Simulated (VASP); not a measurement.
Ag, 1 atom in the cell. It takes space group Pm-3m (No. 221, cubic). Conventional cell: a = 2.328 Å, b = 2.328 Å, c = 2.328 Å, α = 90.00°, β = 90.00°, γ = 90.00°. Within 3.1 Å of Ag (site symmetry m-3m) lie 6 Ag at 2.33 Å.  This cell differs from its parent crystal: volume scaled by 0.68.

```yaml
Program: VASP 6.6.1
Task: single point
Functional: LDA
Potentials_or_basis: VASP PAW LDA potentials, release 64 (Ag)
Cutoff: 520 eV
k_mesh: 16 × 16 × 16
Occupations: fermi-dirac, width 0.1 eV
Spin: no spin polarisation
Dipole_correction: no
Further_INCAR_settings: ALGO = Normal; EDIFF = 1e-07; NBANDS = 12
```

Potentials or basis: VASP PAW LDA potentials, release 64 (Ag).

Launch:

```sh
$ cat potpaw_LDA.64/Ag/POTCAR > POTCAR
$ mpirun -np 1 vasp_std > vasp.out
```

Hardware: 1 thread of AMD EPYC 7R43 64-Core Processor (Zen 3), on a shared host.

Estimate the wall time of this run.

Wall time 25 s on 1 thread of AMD EPYC 7R43 64-Core Processor (Zen 3), on a shared host, peak memory 0.1 GiB. Counts: scf iterations 11, k points 165.
